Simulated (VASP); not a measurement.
# TlCl (Pm-3m) in VASP: notebook

Runs on TlCl. Level: PBE. Tasks: single point.

All numbers are computed with VASP 6.6.1; they aren't measurements. Logs are shortened: lines on timing, memory, paths and dates and some standing lists are left out, and cuts for length are marked.

## (1) The cell of the first run

Symmetry: Pm-3m, No. 221, cubic system. Conventional cell: a = 3.794 Å, b = 3.794 Å, c = 3.794 Å, α = 90.00°, β = 90.00°, γ = 90.00°. Tl (site symmetry m-3m) has 8 Cl at 3.29 Å and 6 Tl at 3.79 Å within 4.3 Å. Within 4.3 Å of Cl (site symmetry m-3m) lie 8 Tl at 3.29 Å and 6 Cl at 3.79 Å.

## (2) Single point, PBE

Input file INCAR:

```
SYSTEM = TlCl
PREC     = Accurate       ! precision mode
ENCUT    = 500            ! plane-wave cutoff, eV
EDIFF    = 1E-6           ! SCF threshold, eV
ISMEAR   = 0              ! smearing method
SIGMA    = 0.01           ! smearing width, eV
LREAL    = .False.        ! projectors in reciprocal space
LASPH    = .True.         ! aspherical terms in the spheres
NELM     = 120            ! most SCF steps
ALGO     = Normal         ! electronic algorithm
ISIF     = 2              ! what is computed and relaxed
LWAVE    = .False.        ! write WAVECAR
LCHARG   = .True.         ! write CHGCAR
GGA      = PE             ! functional
LELF     = .True.         ! ELF
LVHAR    = .True.       
NBANDS   = 17             ! bands
GGA_COMPAT= .False.
```

Input file KPOINTS:

```
Automatic mesh
0
Gamma
  4 4 4
  0 0 0
```

Input file POSCAR:

```
TlCl
1.0
    3.7936346884      0.0000000000      0.0000000000
    0.0000000000      3.7936346884      0.0000000000
    0.0000000000      0.0000000000      3.7936346884
Tl Cl
1 1
Direct
    0.0000000000      0.0000000000      0.0000000000
    0.5000000000      0.5000000000      0.5000000000
```

Potentials or basis: VASP PAW PBE potentials, release 64 (Tl_d, Cl).

The run is started by

```bash
cat potpaw_PBE.64/Tl_d/POTCAR potpaw_PBE.64/Cl/POTCAR > POTCAR
mpirun -np 1 vasp_std > vasp.out
```

OUTCAR:

```text
SYSTEM = TlCl
   PREC = Accurate
   ENCUT = 500
   EDIFF = 1E-6
   ISMEAR = 0
   LREAL = .False.
   LASPH = .True.
   NELM = 120
   ISIF = 2
   GGA = PE

 ion  position               nearest neighbor table
   1  0.000  0.000  0.000-   2 3.29   2 3.29   2 3.29   2 3.29   2 3.29   2 3.29   2 3.29   2 3.29

   2  0.500  0.500  0.500-   1 3.29   1 3.29   1 3.29   1 3.29   1 3.29   1 3.29   1 3.29   1 3.29

  LATTYP: Found a simple cubic cell.
 ALAT       =     3.7936346884

  Lattice vectors:

 A1 = (   3.7936346884,   0.0000000000,   0.0000000000)
 A2 = (   0.0000000000,   3.7936346884,   0.0000000000)
 A3 = (   0.0000000000,   0.0000000000,   3.7936346884)

Analysis of symmetry for initial positions (statically):
=====================================================================
 Subroutine PRICEL returns:
 Original cell was already a primitive cell.

 Routine SETGRP: Setting up the symmetry group for a
 simple cubic supercell.

 Subroutine GETGRP returns: Found 48 space group operations
 (whereof 48 operations were pure point group operations)
 out of a pool of 48 trial point group operations.

The static configuration has the point symmetry O_h .

Analysis of symmetry for dynamics (positions and initial velocities):
=====================================================================
 Subroutine PRICEL returns:
 Original cell was already a primitive cell.

 Routine SETGRP: Setting up the symmetry group for a
 simple cubic supercell.

 Subroutine GETGRP returns: Found 48 space group operations
 (whereof 48 operations were pure point group operations)
 out of a pool of 48 trial point group operations.

The dynamic configuration has the point symmetry O_h .

 Subroutine INISYM returns: Found 48 space group operations
 (whereof 48 operations are pure point group operations),
 and found     1 'primitive' translations

----------------------------------------------------------------------------------------

                                     Primitive cell

  volume of cell :      54.5967

  direct lattice vectors                    reciprocal lattice vectors
     3.793634688  0.000000000  0.000000000     0.263599445  0.000000000  0.000000000
     0.000000000  3.793634688  0.000000000     0.000000000  0.263599445  0.000000000
     0.000000000  0.000000000  3.793634688     0.000000000  0.000000000  0.263599445

  length of vectors
     3.793634688  3.793634688  3.793634688     0.263599445  0.263599445  0.263599445

  position of ions in fractional coordinates (direct lattice)
     0.000000000  0.000000000  0.000000000
     0.500000000  0.500000000  0.500000000

  ion indices of the primitive-cell ions
   primitive index   ion index
                 1           1
                 2           2

----------------------------------------------------------------------------------------

 KPOINTS: Automatic mesh

Automatic generation of k-mesh.
 Grid dimensions read from file:
 generate k-points for:    4    4    4

 Generating k-lattice:

  Cartesian coordinates                     Fractional coordinates (reciprocal lattice)
     0.065899861  0.000000000  0.000000000     0.250000000  0.000000000  0.000000000
     0.000000000  0.065899861  0.000000000     0.000000000  0.250000000  0.000000000
     0.000000000  0.000000000  0.065899861     0.000000000  0.000000000  0.250000000

  Length of vectors
     0.065899861  0.065899861  0.065899861

  Shift w.r.t. Gamma in fractional coordinates (k-lattice)
     0.000000000  0.000000000  0.000000000

 Subroutine IBZKPT returns following result:
 ===========================================

 Found     10 irreducible k-points:

 Following reciprocal coordinates:
            Coordinates               Weight
  0.000000  0.000000  0.000000      1.000000
  0.250000  0.000000  0.000000      6.000000
  0.500000  0.000000  0.000000      3.000000
  0.250000  0.250000  0.000000     12.000000
  0.500000  0.250000  0.000000     12.000000
  0.500000  0.500000  0.000000      3.000000
  0.250000  0.250000  0.250000      8.000000
  0.500000  0.250000  0.250000     12.000000
  0.500000  0.500000  0.250000      6.000000
  0.500000  0.500000  0.500000      1.000000
   k-points           NKPTS =     10   k-points in BZ     NKDIM =     10   number of bands    NBANDS=     17
   number of dos      NEDOS =    301   number of ions     NIONS =      2
   total plane-waves  NPLWV =  21952
   dimension x,y,z NGX =    28 NGY =   28 NGZ =   28
   dimension x,y,z NGXF=    56 NGYF=   56 NGZF=   56
   ions per type =               1   1
   NGX,Y,Z   is equivalent  to a cutoff of  12.27, 12.27, 12.27 a.u.
   NGXF,Y,Z  is equivalent  to a cutoff of  24.54, 24.54, 24.54 a.u.
 SYSTEM =  TlCl
   PREC   = accura    normal or accurate (medium, high low for compatibility)
   ISTART =      0    job   : 0-new  1-cont  2-samecut
   ICHARG =      2    charge: 1-file 2-atom 10-const
   ISPIN  =      1    spin polarized calculation?
   LNONCOLLINEAR =      F non collinear calculations
   LSORBIT =      F    spin-orbit coupling
   LASPH  =      T    aspherical Exc in radial PAW
   ENCUT  =  500.0 eV  36.75 Ry    6.06 a.u.   6.92  6.92  6.92*2*pi/ulx,y,z
   NELM   =    120;   NELMIN=  2; NELMDL= -5     # of ELM steps
   EDIFF  = 0.1E-05   stopping-criterion for ELM
   LREAL  =      F    real-space projection
   EDIFFG = 0.1E-04   stopping-criterion for IOM
   NSW    =      0    number of steps for IOM
   IBRION =     -1    ionic relax: 0-MD 1-quasi-New 2-CG
   NFREE  =      0    steps in history (QN), initial steepest desc. (CG)
   ISIF   =      2    stress and relaxation
   ISYM   =      2    0-nonsym 1-usesym 2-fastsym
   POTIM  = 0.5000    time-step for ionic-motion
   TEBEG  =    0.0;   TEEND  =   0.0 temperature during run
   PSTRESS=    0.0 pullay stress
   NELECT =      20.0000    total number of electrons
   NUPDOWN=      -1.0000    fix difference up-down
   EMIN   =  10.00;   EMAX   =-10.00  energy-range for DOS
   EFERMI =   0.00;   METHOD = LEGACY
   ISMEAR =     0;   SIGMA  =   0.01  broadening in eV -4-tet -1-fermi 0-gaus
   EFERMI_NEDOS =   21; number of points for ismear=-14 and -15
   IALGO  =     38    algorithm
   IMIX   =      4    mixing-type and parameters
     AMIX     =   0.40;   BMIX     =  1.00
     AMIX_MAG =   1.60;   BMIX_MAG =  1.00
  volume/ion in A,a.u.               =      27.30       184.22
  Fermi-wavevector in a.u.,A,eV,Ry     =   1.171375  2.213578 18.668821  1.372120
  Thomas-Fermi vector in A             =   2.307820
   LORBIT       =      0    0 simple, 1 ext, 2 COOP (PROOUT), +10 PAW based schemes
   GGA     = PE    functional components
   LHFCALC =     F    Hartree Fock is set to
   AEXX    =    0.0000 exact exchange contribution
   IVDW    =     0    specifies the selected vdW correction
   LEPSILON=     F    determine dielectric tensor
   LRPA    =     F    only Hartree local field effects (RPA)
 non-spin polarized calculation
 Gauss-broadening in eV      SIGMA  =   0.01
  energy-cutoff  :      500.00
  volume of cell :       54.60
 maximum number of plane-waves:      1406
 NGX is ok and might be reduce to    28
   NGX = 13   NGY = 13   NGZ = 13

 number of electron      20.0000002 magnetization

 Free energy of the ion-electron system (eV)
  ---------------------------------------------------
  ext. energy  EPLUGINS =         0.00000000
  ---------------------------------------------------
  free energy    TOTEN  =        -5.97692330 eV

  energy without entropy =       -5.97692330  energy(sigma->0) =       -5.97692330

 E-fermi :   3.1813     XC(G=0):  -9.2922

 val. band max:        3.0915069507   @ k =   0.5000   0.0000   0.0000
 cond. band min:       5.0861479281   @ k =   0.5000   0.0000   0.0000
 fundamental gap:      1.9946409774
 Fermi energy:         3.1812859787

 k-point     1 :       0.0000    0.0000    0.0000
  band No.  band energies     occupation
      1     -10.8934      2.00000
      2      -6.9283      2.00000
      3      -6.9283      2.00000
      4      -6.6600      2.00000
      5      -6.6600      2.00000
      6      -6.6600      2.00000
[... 9 lines left out ...]
     16      15.9429      0.00000
     17      17.3079      0.00000

 k-point     2 :       0.2500    0.0000    0.0000
  band No.  band energies     occupation
      1     -10.7589      2.00000
      2      -6.9201      2.00000
      3      -6.8342      2.00000
      4      -6.7059      2.00000
      5      -6.7059      2.00000
      6      -6.6558      2.00000
[... 9 lines left out ...]
     16      16.3514      0.00000
     17      17.2910      0.00000

 k-point     3 :       0.5000    0.0000    0.0000
  band No.  band energies     occupation
      1     -10.6140      2.00000
      2      -6.9118      2.00000
      3      -6.7507      2.00000
      4      -6.7507      2.00000
      5      -6.7483      2.00000
      6      -6.6516      2.00000
[... 9 lines left out ...]
     16      17.2176      0.00000
     17      17.2338      0.00000

 k-point     4 :       0.2500    0.2500    0.0000
  band No.  band energies     occupation
      1     -10.6600      2.00000
      2      -6.8730      2.00000
      3      -6.7689      2.00000
      4      -6.7166      2.00000
      5      -6.7019      2.00000
      6      -6.6925      2.00000
[... 9 lines left out ...]
     16      15.0091      0.00000
     17      15.3693      0.00000

 k-point     5 :       0.5000    0.2500    0.0000
  band No.  band energies     occupation
      1     -10.5569      2.00000
      2      -6.8544      2.00000
      3      -6.7380      2.00000
      4      -6.7209      2.00000
      5      -6.6886      2.00000
      6      -6.6787      2.00000
[... 9 lines left out ...]
     16      15.6614      0.00000
     17      16.3081      0.00000

 k-point     6 :       0.5000    0.5000    0.0000
  band No.  band energies     occupation
      1     -10.4989      2.00000
      2      -6.8232      2.00000
      3      -6.7252      2.00000
      4      -6.7252      2.00000
      5      -6.6825      2.00000
      6      -6.5857      2.00000
[... 9 lines left out ...]
     16      14.5122      0.00000
     17      14.8037      0.00000

 k-point     7 :       0.2500    0.2500    0.2500
  band No.  band energies     occupation
      1     -10.5707      2.00000
      2      -6.7685      2.00000
      3      -6.7685      2.00000
      4      -6.7441      2.00000
      5      -6.7441      2.00000
      6      -6.6833      2.00000
[... 9 lines left out ...]
     16      15.2850      0.00000
     17      17.9302      0.00000

 k-point     8 :       0.5000    0.2500    0.2500
  band No.  band energies     occupation
      1     -10.4775      2.00000
      2      -6.8071      2.00000
      3      -6.7547      2.00000
      4      -6.7452      2.00000
      5      -6.7044      2.00000
      6      -6.6527      2.00000
[... 9 lines left out ...]
     16      14.9176      0.00000
     17      18.6742      0.00000

 k-point     9 :       0.5000    0.5000    0.2500
  band No.  band energies     occupation
      1     -10.3950      2.00000
      2      -6.7971      2.00000
      3      -6.7971      2.00000
      4      -6.7693      2.00000
      5      -6.7023      2.00000
      6      -6.5835      2.00000
[... 9 lines left out ...]
     16      15.3644      0.00000
     17      19.3369      0.00000

 k-point    10 :       0.5000    0.5000    0.5000
  band No.  band energies     occupation
      1     -10.2833      2.00000
      2      -6.8656      2.00000
      3      -6.8656      2.00000
      4      -6.8656      2.00000
      5      -6.5812      2.00000
      6      -6.5812      2.00000
[... 9 lines left out ...]
     16      16.1114      0.00000
     17      20.1594      0.00000

------------------------ aborting loop because EDIFF is reached ----------------------------------------

  FORCE on cell =-STRESS in cart. coord.  units (eV):
  Direction    XX          YY          ZZ          XY          YZ          ZX
  --------------------------------------------------------------------------------------
  -------------------------------------------------------------------------------------
  Total        0.7843755      0.7843755      0.7843755     -0.0000000      0.0000000      0.0000000
  in kB       23.0180276     23.0180276     23.0180276     -0.0000000      0.0000000      0.0000000
  external PRESSURE =      23.0180276 kB  Pullay stress =       0.0000000 kB

 VOLUME and BASIS-vectors are now :
 -----------------------------------------------------------------------------
  energy-cutoff  :      500.00
  volume of cell :       54.60
      direct lattice vectors                 reciprocal lattice vectors
     3.793634688  0.000000000  0.000000000     0.263599445  0.000000000  0.000000000
     0.000000000  3.793634688  0.000000000     0.000000000  0.263599445  0.000000000
     0.000000000  0.000000000  3.793634688     0.000000000  0.000000000  0.263599445

 POSITION                                       TOTAL-FORCE (eV/Angst)
 -----------------------------------------------------------------------------------
      0.00000      0.00000      0.00000         0.000000      0.000000      0.000000
      1.89682      1.89682      1.89682         0.000000      0.000000      0.000000
 -----------------------------------------------------------------------------------
    total drift:                               -0.000000      0.000000      0.000000

  FREE ENERGIE OF THE ION-ELECTRON SYSTEM (eV)
  ---------------------------------------------------
  free  energy   TOTEN  =        -5.9769233031 eV

  energy  without entropy=       -5.9769233031  energy(sigma->0) =       -5.97692330
```

Wall time 7.2 s (1 thread of Intel Xeon 8259CL, shared host); peak memory 0.16 GiB.

What came out:

| Property | Result |
| --- | --- |
| Free energy | -5.9769 eV |
| Pressure | 2.3 GPa |
| Band gap on the k mesh | 1.99 eV |

Caveat: spin-orbit coupling is left out, which moves the levels of the heavy elements. A k mesh can miss the band edges.

(Part 1 of 2 ends here.)
